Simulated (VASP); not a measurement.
# Pt (Im-3m) in VASP: single point with r2SCAN

Aim: the single point of Pt with r2SCAN.

Program: VASP 6.6.1. These are calculated values, not measurements. Logs are shortened: lines on timing, memory, paths and dates and some standing lists are left out, and cuts for length are marked.

**1. The cell of the first run**

Symmetry: Im-3m, No. 229, cubic system. Conventional cell: a = 3.168 Å, b = 3.168 Å, c = 3.168 Å, α = 90.00°, β = 90.00°, γ = 90.00°. Pt (site symmetry m-3m) has 14 Pt at 2.74 to 3.17 Å within 3.6 Å.

This isn't the form of Pt at room conditions, which is fcc.

**2. Single point, r2SCAN**

POSCAR

```
Pt
1.0
   -1.5842200000      1.5842200000      1.5842200000
    1.5842200000     -1.5842200000      1.5842200000
    1.5842200000      1.5842200000     -1.5842200000
Pt
1
Direct
    0.0000000000      0.0000000000      0.0000000000
```

INCAR.step1

```
SYSTEM = Pt
  PREC = Accurate
  ENCUT = 550
  ISMEAR = 0
  SIGMA = 0.15
  LREAL = .False.
  LASPH = .True.
  NELM = 120
  NBANDS = 11
  GGA = PE
  ALGO = Normal
  EDIFF = 1E-5
  LWAVE = .True.
  LCHARG = .False.
  GGA_COMPAT = .False.
```

INCAR.step2

```
SYSTEM = Pt
  PREC = Accurate
  ENCUT = 550
  EDIFF = 1E-6
  ISMEAR = 0
  SIGMA = 0.15
  LREAL = .False.
  LASPH = .True.
  NELM = 120
  ALGO = Normal
  ISIF = 2
  LWAVE = .False.
  LCHARG = .True.
  METAGGA = R2SCAN
  LMIXTAU = .True.
  LELF = .True.
  LVHAR = .True.
  NBANDS = 11
  ISTART = 1
  GGA_COMPAT = .False.
```

KPOINTS

```
regular mesh
0
Gamma
  12 12 12
  0 0 0
```

Potentials or basis: VASP PAW PBE potentials, release 64 (Pt).

The run is started by

```bash
$ cat potpaw_PBE.64/Pt/POTCAR > POTCAR
$ cp INCAR.step1 INCAR
$ mpirun -np 1 vasp_std > vasp.out
$ cp INCAR.step2 INCAR
$ mpirun -np 1 vasp_std > vasp.out
```

OUTCAR:

```text
SYSTEM = Pt
   PREC = Accurate
   ENCUT = 550
   EDIFF = 1E-6
   ISMEAR = 0
   LREAL = .False.
   LASPH = .True.
   NELM = 120
   ISIF = 2
   METAGGA = R2SCAN
   ISTART = 1

 ion  position               nearest neighbor table
   1  0.000  0.000  0.000-

  LATTYP: Found a body centered cubic cell.
 ALAT       =     3.1684400000

  Lattice vectors:

 A1 = (  -1.5842200000,   1.5842200000,   1.5842200000)
 A2 = (   1.5842200000,  -1.5842200000,   1.5842200000)
 A3 = (   1.5842200000,   1.5842200000,  -1.5842200000)

Analysis of symmetry for initial positions (statically):
=====================================================================
 Subroutine PRICEL returns:
 Original cell was already a primitive cell.

 Routine SETGRP: Setting up the symmetry group for a
 body centered cubic supercell.

 Subroutine GETGRP returns: Found 48 space group operations
 (whereof 48 operations were pure point group operations)
 out of a pool of 48 trial point group operations.

The static configuration has the point symmetry O_h .

Analysis of symmetry for dynamics (positions and initial velocities):
=====================================================================
 Subroutine PRICEL returns:
 Original cell was already a primitive cell.

 Routine SETGRP: Setting up the symmetry group for a
 body centered cubic supercell.

 Subroutine GETGRP returns: Found 48 space group operations
 (whereof 48 operations were pure point group operations)
 out of a pool of 48 trial point group operations.

The dynamic configuration has the point symmetry O_h .

 Subroutine INISYM returns: Found 48 space group operations
 (whereof 48 operations are pure point group operations),
 and found     1 'primitive' translations

----------------------------------------------------------------------------------------

                                     Primitive cell

  volume of cell :      15.9040

  direct lattice vectors                    reciprocal lattice vectors
    -1.584220000  1.584220000  1.584220000     0.000000000  0.315612731  0.315612731
     1.584220000 -1.584220000  1.584220000     0.315612731  0.000000000  0.315612731
     1.584220000  1.584220000 -1.584220000     0.315612731  0.315612731  0.000000000

  length of vectors
     2.743949530  2.743949530  2.743949530     0.446343804  0.446343804  0.446343804

  position of ions in fractional coordinates (direct lattice)
     0.000000000  0.000000000  0.000000000

  ion indices of the primitive-cell ions
   primitive index   ion index
[... 75 lines left out ...]
   EDIFFG = 0.1E-04   stopping-criterion for IOM
   NSW    =      0    number of steps for IOM
   IBRION =     -1    ionic relax: 0-MD 1-quasi-New 2-CG
   NFREE  =      0    steps in history (QN), initial steepest desc. (CG)
   ISIF   =      2    stress and relaxation
   ISYM   =      2    0-nonsym 1-usesym 2-fastsym
   POTIM  = 0.5000    time-step for ionic-motion
   TEBEG  =    0.0;   TEEND  =   0.0 temperature during run
   PSTRESS=    0.0 pullay stress
   NELECT =      10.0000    total number of electrons
   NUPDOWN=      -1.0000    fix difference up-down
   EMIN   =  10.00;   EMAX   =-10.00  energy-range for DOS
   EFERMI =   0.00;   METHOD = LEGACY
   ISMEAR =     0;   SIGMA  =   0.15  broadening in eV -4-tet -1-fermi 0-gaus
   EFERMI_NEDOS =   21; number of points for ismear=-14 and -15
   IALGO  =     38    algorithm
   IMIX   =      4    mixing-type and parameters
     AMIX     =   0.40;   BMIX     =  1.00
     AMIX_MAG =   1.60;   BMIX_MAG =  1.00
  volume/ion in A,a.u.               =      15.90       107.33
  Fermi-wavevector in a.u.,A,eV,Ry     =   1.402510  2.650360 26.763132  1.967035
  Thomas-Fermi vector in A             =   2.525265
   LORBIT       =      0    0 simple, 1 ext, 2 COOP (PROOUT), +10 PAW based schemes
   METAGGA = R2SCAN    functional components
   LHFCALC =     F    Hartree Fock is set to
   AEXX    =    0.0000 exact exchange contribution
   IVDW    =     0    specifies the selected vdW correction
   LEPSILON=     F    determine dielectric tensor
   LRPA    =     F    only Hartree local field effects (RPA)
 non-spin polarized calculation
 Gauss-broadening in eV      SIGMA  =   0.15
  energy-cutoff  :      550.00
  volume of cell :       15.90
 maximum number of plane-waves:       476
 NGX is ok and might be reduce to    24
   NGX = 11   NGY = 11   NGZ = 11

 number of electron       9.9999999 magnetization

 Free energy of the ion-electron system (eV)
  ---------------------------------------------------
  ext. energy  EPLUGINS =         0.00000000
  ---------------------------------------------------
  free energy    TOTEN  =       -51.41820775 eV

  energy without entropy =      -51.41032012  energy(sigma->0) =      -51.41426393

 E-fermi :   9.7743     XC(G=0): -14.2292

 val. band max:        9.7342169945   @ k =   0.5000   0.5000   0.4167
 cond. band min:       9.8131552301   @ k =  -0.4167  -0.4167   0.1667
 fundamental gap:      0.0789382355
 Fermi energy:         9.7743108111

 k-point     1 :       0.0000    0.0000    0.0000
  band No.  band energies     occupation
      1       0.1778      2.00000
      2       6.2686      2.00000
      3       6.2686      2.00000
      4       6.2686      2.00000
      5       8.7435      2.00000
      6       8.7435      2.00000
      7      27.9362      0.00000
      8      27.9362      0.00000
      9      27.9362      0.00000
     10      38.2591      0.00000
     11      38.2591      0.00000
[... 309 lines left out ...]
 k-point    24 :       0.4167    0.0833    0.0833
  band No.  band energies     occupation
      1       3.6262      2.00000
      2       4.8253      2.00000
      3       8.2918      2.00000
      4       8.7064      2.00000
      5       9.0680      2.00000
      6      13.4295      0.00000
      7      16.0463      0.00000
      8      23.7589      0.00000
      9      24.3876      0.00000
     10      34.9754      0.00000
     11      35.6714      0.00000

 [... further k-points ...]
[... 5 lines left out ...]
  --------------------------------------------------------------------------------------
  -------------------------------------------------------------------------------------
  Total       -0.6266169     -0.6266169     -0.6266169     -0.0000000     -0.0000000      0.0000000
  in kB      -63.1257047    -63.1257047    -63.1257047     -0.0000000     -0.0000000      0.0000000
  external PRESSURE =     -63.1257047 kB  Pullay stress =       0.0000000 kB

 VOLUME and BASIS-vectors are now :
 -----------------------------------------------------------------------------
  energy-cutoff  :      550.00
  volume of cell :       15.90
      direct lattice vectors                 reciprocal lattice vectors
    -1.584220000  1.584220000  1.584220000     0.000000000  0.315612731  0.315612731
     1.584220000 -1.584220000  1.584220000     0.315612731  0.000000000  0.315612731
     1.584220000  1.584220000 -1.584220000     0.315612731  0.315612731  0.000000000

 POSITION                                       TOTAL-FORCE (eV/Angst)
 -----------------------------------------------------------------------------------
      0.00000      0.00000      0.00000        -0.000000      0.000000     -0.000000
 -----------------------------------------------------------------------------------
    total drift:                               -0.000000      0.000000      0.000000

  FREE ENERGIE OF THE ION-ELECTRON SYSTEM (eV)
  ---------------------------------------------------
  free  energy   TOTEN  =       -51.4182077509 eV

  energy  without entropy=      -51.4103201186  energy(sigma->0) =      -51.41426393
```

OUTCAR.step1:

```text
SYSTEM = Pt
   PREC = Accurate
   ENCUT = 550
   ISMEAR = 0
   LREAL = .False.
   LASPH = .True.
   NELM = 120
[... 555 lines left out ...]
 -----------------------------------------------------------------------------------
      0.00000      0.00000      0.00000         0.000000      0.000000     -0.000000
 -----------------------------------------------------------------------------------
    total drift:                                0.000000     -0.000000      0.000000

  FREE ENERGIE OF THE ION-ELECTRON SYSTEM (eV)
  ---------------------------------------------------
  free  energy   TOTEN  =        -6.0201531759 eV

  energy  without entropy=       -6.0116819479  energy(sigma->0) =       -6.01591756
```

OSZICAR.step1:

```text
N       E                     dE             d eps       ncg     rms          rms(c)
DAV:   1     0.414561430437E+02    0.41456E+02   -0.55425E+03  1624   0.885E+02
DAV:   2    -0.569887345033E+01   -0.47155E+02   -0.45257E+02  1794   0.179E+02
DAV:   3    -0.637843407367E+01   -0.67956E+00   -0.67689E+00  1841   0.204E+01
DAV:   4    -0.638122894046E+01   -0.27949E-02   -0.27947E-02  1817   0.156E+00
DAV:   5    -0.638125191646E+01   -0.22976E-04   -0.22974E-04  1875   0.130E-01    0.107E+01
DAV:   6    -0.605350898821E+01    0.32774E+00   -0.78214E-01  1710   0.688E+00    0.566E+00
DAV:   7    -0.602298606982E+01    0.30523E-01   -0.10983E-01  1815   0.254E+00    0.236E+00
DAV:   8    -0.602027706529E+01    0.27090E-02   -0.34572E-03  1714   0.505E-01    0.457E-01
DAV:   9    -0.602015002761E+01    0.12704E-03   -0.46477E-05  1809   0.619E-02    0.361E-02
DAV:  10    -0.602015317592E+01   -0.31483E-05   -0.15596E-06  1056   0.116E-02
   1 F= -.60201532E+01 E0= -.60159176E+01  d E =-.847123E-02
```

It took 74 s on 1 thread of AMD EPYC 7R43 (Zen 3), shared host; peak memory 0.12 GiB.

Results:

```yaml
Free_energy: -51.4182 eV
Pressure: -6.3 GPa
Band_gap_on_the_k_mesh: zero (bands 5 and 6 overlap by 2.30 eV)
```

Levels at points of the mesh, in eV from the Fermi level:
```csv
k point,band 2,band 3,band 4,band 5,band 6,band 7,band 8,band 9
"(0.00, 0.00, 0.00)",-3.51,-3.51,-3.51,-1.03,-1.03,18.16,18.16,18.16
"(0.50, 0.00, 0.00)",-4.96,-1.20,-0.72,0.54,1.15,6.62,14.14,16.62
"(0.50, 0.50, 0.50)",-6.17,0.62,0.62,0.62,8.16,8.16,8.16,13.41
```

Caveat: the cell stands under tension; the PAW data sets were made with another functional, which shifts forces and pressure a little; spin-orbit coupling is left out, which moves the levels of the heavy elements.
